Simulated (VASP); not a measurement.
# Si (Pm-3m) in VASP: a series of runs

The runs below take Si through single point, with PBEsol.

Program: VASP 6.6.1. These are calculated values, not measurements. Logs are shortened: lines on timing, memory, paths and dates and some standing lists are left out, and cuts for length are marked.

## 1. The cell of the first run

Symmetry: Pm-3m, No. 221, cubic system. The conventional cell has a = 2.109 Å, b = 2.109 Å, c = 2.109 Å, α = 90.00°, β = 90.00°, γ = 90.00°. Within 2.8 Å of Si (site symmetry m-3m) lie 6 Si at 2.11 Å.

## 2. Single point, PBEsol

File INCAR:

```
SYSTEM = Si
PREC = Accurate ; ENCUT = 520
EDIFF = 1E-6 ; ISMEAR = -1
SIGMA = 0.1 ; LREAL = .FALSE.
LASPH = .TRUE. ; NELM = 80
ALGO = Normal ; ISIF = 2
LWAVE = .FALSE. ; LCHARG = .FALSE.
GGA = PS ; NBANDS = 8
```

File KPOINTS:

```
Automatic mesh
0
G
  18 18 18
  0 0 0
```

File POSCAR:

```
Si
1.0
    2.1089441780      0.0000000000      0.0000000000
    0.0000000000      2.1089441780      0.0000000000
    0.0000000000      0.0000000000      2.1089441780
Si
1
Direct
    0.0000000000      0.0000000000      0.0000000000
```

Potentials or basis: VASP PAW PBE potentials, release 64 (Si).

Command:

```sh
$ cat potpaw_PBE.64/Si/POTCAR > POTCAR
$ mpirun -np 1 vasp_std > vasp.out
```

OUTCAR:

```text
SYSTEM = Si
   PREC = Accurate
   ENCUT = 520
   EDIFF = 1E-6
   ISMEAR = -1
   LREAL = .FALSE.
   LASPH = .TRUE.
   NELM = 80
   ISIF = 2
   GGA = PS

 ion  position               nearest neighbor table
   1  0.000  0.000  0.000-

  LATTYP: Found a simple cubic cell.
 ALAT       =     2.1089441780

  Lattice vectors:

 A1 = (   2.1089441780,   0.0000000000,   0.0000000000)
 A2 = (   0.0000000000,   2.1089441780,   0.0000000000)
 A3 = (   0.0000000000,   0.0000000000,   2.1089441780)

Analysis of symmetry for initial positions (statically):
=====================================================================
 Subroutine PRICEL returns:
 Original cell was already a primitive cell.

 Routine SETGRP: Setting up the symmetry group for a
 simple cubic supercell.

 Subroutine GETGRP returns: Found 48 space group operations
 (whereof 48 operations were pure point group operations)
 out of a pool of 48 trial point group operations.

The static configuration has the point symmetry O_h .

Analysis of symmetry for dynamics (positions and initial velocities):
=====================================================================
 Subroutine PRICEL returns:
 Original cell was already a primitive cell.

 Routine SETGRP: Setting up the symmetry group for a
 simple cubic supercell.

 Subroutine GETGRP returns: Found 48 space group operations
 (whereof 48 operations were pure point group operations)
 out of a pool of 48 trial point group operations.

The dynamic configuration has the point symmetry O_h .

 Subroutine INISYM returns: Found 48 space group operations
 (whereof 48 operations are pure point group operations),
 and found     1 'primitive' translations

----------------------------------------------------------------------------------------

                                     Primitive cell

  volume of cell :       9.3798

  direct lattice vectors                    reciprocal lattice vectors
     2.108944178  0.000000000  0.000000000     0.474170919  0.000000000  0.000000000
     0.000000000  2.108944178  0.000000000     0.000000000  0.474170919  0.000000000
     0.000000000  0.000000000  2.108944178     0.000000000  0.000000000  0.474170919

  length of vectors
     2.108944178  2.108944178  2.108944178     0.474170919  0.474170919  0.474170919

  position of ions in fractional coordinates (direct lattice)
     0.000000000  0.000000000  0.000000000

  ion indices of the primitive-cell ions
   primitive index   ion index
                 1           1

----------------------------------------------------------------------------------------

 KPOINTS: Automatic mesh

Automatic generation of k-mesh.
 Grid dimensions read from file:
 generate k-points for:   18   18   18

 Generating k-lattice:

  Cartesian coordinates                     Fractional coordinates (reciprocal lattice)
     0.026342829  0.000000000  0.000000000     0.055555556  0.000000000  0.000000000
     0.000000000  0.026342829  0.000000000     0.000000000  0.055555556  0.000000000
     0.000000000  0.000000000  0.026342829     0.000000000  0.000000000  0.055555556

  Length of vectors
     0.026342829  0.026342829  0.026342829

  Shift w.r.t. Gamma in fractional coordinates (k-lattice)
     0.000000000  0.000000000  0.000000000

 Subroutine IBZKPT returns following result:
 ===========================================

 Found    220 irreducible k-points:

 Following reciprocal coordinates:
            Coordinates               Weight
  0.000000  0.000000  0.000000      1.000000
  0.055556  0.000000  0.000000      6.000000
  0.111111  0.000000  0.000000      6.000000
  0.166667  0.000000  0.000000      6.000000
  0.222222  0.000000  0.000000      6.000000
  0.277778  0.000000  0.000000      6.000000
[... 16 lines left out ...]
  0.277778  0.111111  0.000000     24.000000
  0.333333  0.111111  0.000000     24.000000
 [... further k-points ...]
   k-points           NKPTS =    220   k-points in BZ     NKDIM =    220   number of bands    NBANDS=      8
   number of dos      NEDOS =    301   number of ions     NIONS =      1
   total plane-waves  NPLWV =   4096
   dimension x,y,z NGX =    16 NGY =   16 NGZ =   16
   dimension x,y,z NGXF=    32 NGYF=   32 NGZF=   32
   ions per type =               1
   NGX,Y,Z   is equivalent  to a cutoff of  12.61, 12.61, 12.61 a.u.
   NGXF,Y,Z  is equivalent  to a cutoff of  25.23, 25.23, 25.23 a.u.
 SYSTEM =  Si
   PREC   = accura    normal or accurate (medium, high low for compatibility)
   ISTART =      0    job   : 0-new  1-cont  2-samecut
   ICHARG =      2    charge: 1-file 2-atom 10-const
   ISPIN  =      1    spin polarized calculation?
   LNONCOLLINEAR =      F non collinear calculations
   LSORBIT =      F    spin-orbit coupling
   LASPH  =      T    aspherical Exc in radial PAW
   ENCUT  =  520.0 eV  38.22 Ry    6.18 a.u.   3.92  3.92  3.92*2*pi/ulx,y,z
   NELM   =     80;   NELMIN=  2; NELMDL= -5     # of ELM steps
   EDIFF  = 0.1E-05   stopping-criterion for ELM
   LREAL  =      F    real-space projection
   EDIFFG = 0.1E-04   stopping-criterion for IOM
   NSW    =      0    number of steps for IOM
   IBRION =     -1    ionic relax: 0-MD 1-quasi-New 2-CG
   NFREE  =      0    steps in history (QN), initial steepest desc. (CG)
   ISIF   =      2    stress and relaxation
   ISYM   =      2    0-nonsym 1-usesym 2-fastsym
   POTIM  = 0.5000    time-step for ionic-motion
   TEBEG  =    0.0;   TEEND  =   0.0 temperature during run
   PSTRESS=    0.0 pullay stress
   NELECT =       4.0000    total number of electrons
   NUPDOWN=      -1.0000    fix difference up-down
   EMIN   =  10.00;   EMAX   =-10.00  energy-range for DOS
   EFERMI =   0.00;   METHOD = LEGACY
   ISMEAR =    -1;   SIGMA  =   0.10  broadening in eV -4-tet -1-fermi 0-gaus
   EFERMI_NEDOS =   21; number of points for ismear=-14 and -15
   IALGO  =     38    algorithm
   IMIX   =      4    mixing-type and parameters
     AMIX     =   0.40;   BMIX     =  1.00
     AMIX_MAG =   1.60;   BMIX_MAG =  1.00
  volume/ion in A,a.u.               =       9.38        63.30
  Fermi-wavevector in a.u.,A,eV,Ry     =   1.232243  2.328602 20.659401  1.518423
  Thomas-Fermi vector in A             =   2.367021
   LORBIT       =      0    0 simple, 1 ext, 2 COOP (PROOUT), +10 PAW based schemes
   GGA     = PS    functional components
   LHFCALC =     F    Hartree Fock is set to
   AEXX    =    0.0000 exact exchange contribution
   IVDW    =     0    specifies the selected vdW correction
   LEPSILON=     F    determine dielectric tensor
   LRPA    =     F    only Hartree local field effects (RPA)
 non-spin polarized calculation
  energy-cutoff  :      520.00
  volume of cell :        9.38
 maximum number of plane-waves:       280
 NGX is ok and might be reduce to    16
   NGX =  7   NGY =  7   NGZ =  7

 number of electron       4.0000000 magnetization

 Free energy of the ion-electron system (eV)
  ---------------------------------------------------
  ext. energy  EPLUGINS =         0.00000000
  ---------------------------------------------------
  free energy    TOTEN  =        -3.34723940 eV

  energy without entropy =       -3.33502430  energy(sigma->0) =       -3.34113185

 E-fermi :  16.4757     XC(G=0): -13.0045

 val. band max:       16.4380053546   @ k =   0.2222   0.1667   0.0000
 cond. band min:      16.4895049307   @ k =   0.2222   0.1111   0.1111
 fundamental gap:      0.0514995761
 Fermi energy:        16.4757108154

 k-point     1 :       0.0000    0.0000    0.0000
  band No.  band energies     occupation
      1      -2.2491      2.00000
      2      23.9933      0.00000
      3      23.9933      0.00000
      4      28.5814      0.00000
      5      28.5814      0.00000
      6      28.5814      0.00000
      7      40.4123      0.00000
      8      50.2918      0.00000

 k-point     2 :       0.0556    0.0000    0.0000
  band No.  band energies     occupation
      1      -2.1490      2.00000
      2      22.8690      0.00000
      3      24.0767      0.00000
      4      28.6569      0.00000
      5      28.6569      0.00000
      6      29.5681      0.00000
      7      40.7506      0.00000
      8      49.5668      0.00000

 k-point     3 :       0.1111    0.0000    0.0000
  band No.  band energies     occupation
      1      -1.8491      2.00000
      2      20.7019      0.00000
      3      24.3242      0.00000
      4      28.8837      0.00000
      5      28.8837      0.00000
      6      31.3160      0.00000
      7      41.7590      0.00000
      8      47.8648      0.00000

 k-point     4 :       0.1667    0.0000    0.0000
  band No.  band energies     occupation
      1      -1.3509      2.00000
      2      18.3238      0.00000
      3      24.7277      0.00000
      4      29.2621      0.00000
      5      29.2621      0.00000
      6      33.0092      0.00000
      7      43.3753      0.00000
      8      45.8091      0.00000

 k-point     5 :       0.2222    0.0000    0.0000
  band No.  band energies     occupation
      1      -0.6565      2.00000
      2      15.9401      1.99061
      3      25.2712      0.00000
      4      29.7928      0.00000
      5      29.7928      0.00000
      6      34.5233      0.00000
      7      43.6984      0.00000
      8      43.6984      0.00000
[... 177 lines left out ...]
 k-point    22 :       0.2222    0.1111    0.0000
  band No.  band energies     occupation
      1      -0.2608      2.00000
      2      16.2083      1.87092
      3      22.5153      0.00000
      4      30.0949      0.00000
      5      30.3341      0.00000
      6      37.1288      0.00000
      7      40.2583      0.00000
      8      43.7993      0.00000

 k-point    23 :       0.2778    0.1111    0.0000
  band No.  band energies     occupation
      1       0.6242      2.00000
      2      13.9466      2.00000
      3      23.2081      0.00000
      4      30.7778      0.00000
      5      30.8080      0.00000
      6      38.0705      0.00000
      7      38.7615      0.00000
      8      41.8252      0.00000

 k-point    24 :       0.3333    0.1111    0.0000
  band No.  band energies     occupation
      1       1.6979      2.00000
      2      11.7634      2.00000
      3      24.0492      0.00000
      4      31.0916      0.00000
      5      31.6133      0.00000
      6      36.8365      0.00000
      7      39.6193      0.00000
      8      39.9416      0.00000

 [... further k-points ...]
[... 5 lines left out ...]
  --------------------------------------------------------------------------------------
  -------------------------------------------------------------------------------------
  Total        9.4149211      9.4149211      9.4149211      0.0000000      0.0000000      0.0000000
  in kB     1608.1702157   1608.1702157   1608.1702157      0.0000000      0.0000000      0.0000000
  external PRESSURE =    1608.1702157 kB  Pullay stress =       0.0000000 kB

 VOLUME and BASIS-vectors are now :
 -----------------------------------------------------------------------------
  energy-cutoff  :      520.00
  volume of cell :        9.38
      direct lattice vectors                 reciprocal lattice vectors
     2.108944178  0.000000000  0.000000000     0.474170919  0.000000000  0.000000000
     0.000000000  2.108944178  0.000000000     0.000000000  0.474170919  0.000000000
     0.000000000  0.000000000  2.108944178     0.000000000  0.000000000  0.474170919

 POSITION                                       TOTAL-FORCE (eV/Angst)
 -----------------------------------------------------------------------------------
      0.00000      0.00000      0.00000         0.000000      0.000000      0.000000
 -----------------------------------------------------------------------------------
    total drift:                               -0.000000     -0.000000     -0.000000

  FREE ENERGIE OF THE ION-ELECTRON SYSTEM (eV)
  ---------------------------------------------------
  free  energy   TOTEN  =        -3.3472393951 eV

  energy  without entropy=       -3.3350243034  energy(sigma->0) =       -3.34113185
```

It took 6 s on 1 thread of Intel Xeon 8259CL, shared host; peak memory 0.12 GiB.

Results:

```yaml
Free_energy: -3.3472 eV
Pressure: 160.8 GPa
Band_gap_on_the_k_mesh: zero (band 2 reaches 23.99 eV, above the bottom of band 3 at 14.59 eV)
```

Caveat: the PAW data sets were made with another functional, which shifts forces and pressure a little.

## 3. Single point, PBEsol

File INCAR:

```
SYSTEM = Si
PREC = Accurate
ENCUT = 520
EDIFF = 1E-6
ISMEAR = -1
SIGMA = 0.1
LREAL = .FALSE.
LASPH = .TRUE.
NELM = 60
ALGO = Normal
ISIF = 2
LWAVE = .FALSE.
LCHARG = .FALSE.
GGA = PS
NBANDS = 8
```

KPOINTS is that of step 2.

File POSCAR:

```
Si
1.0
    2.1083062725      0.0000000000      0.0000000000
    0.0000000000      2.1083062725      0.0000000000
    0.0000000000      0.0000000000      2.1083062725
Si
1
Direct
    0.0000000000      0.0000000000      0.0000000000
```

Potentials or basis: VASP PAW PBE potentials, release 64 (Si).

Command:

```sh
$ cat potpaw_PBE.64/Si/POTCAR > POTCAR
$ mpirun -np 1 vasp_std > vasp.out
```

Run time: 7.3 s. Hardware: 1 thread of Intel Xeon 8259CL, shared host; peak memory 0.12 GiB.

The run converged. Its results:

```yaml
Free_energy: -3.3387 eV
Pressure: 161.4 GPa
Band_gap_on_the_k_mesh: zero (band 2 reaches 24.01 eV, above the bottom of band 3 at 14.61 eV)
```

Levels at points of the mesh, in eV from the Fermi level:
```csv
k point,band 1,band 2,band 3,band 4,band 5
"(0.00, 0.00, 0.00)",-18.74,7.52,7.52,12.12,12.12
"(0.50, 0.00, 0.00)",-10.90,-10.81,11.58,17.90,17.90
"(0.50, 0.50, 0.00)",-4.52,-4.52,-1.88,-1.70,22.06
"(0.50, 0.50, 0.50)",1.67,1.67,1.67,3.80,3.80
```

Caveat: the PAW data sets were made with another functional, which shifts forces and pressure a little.
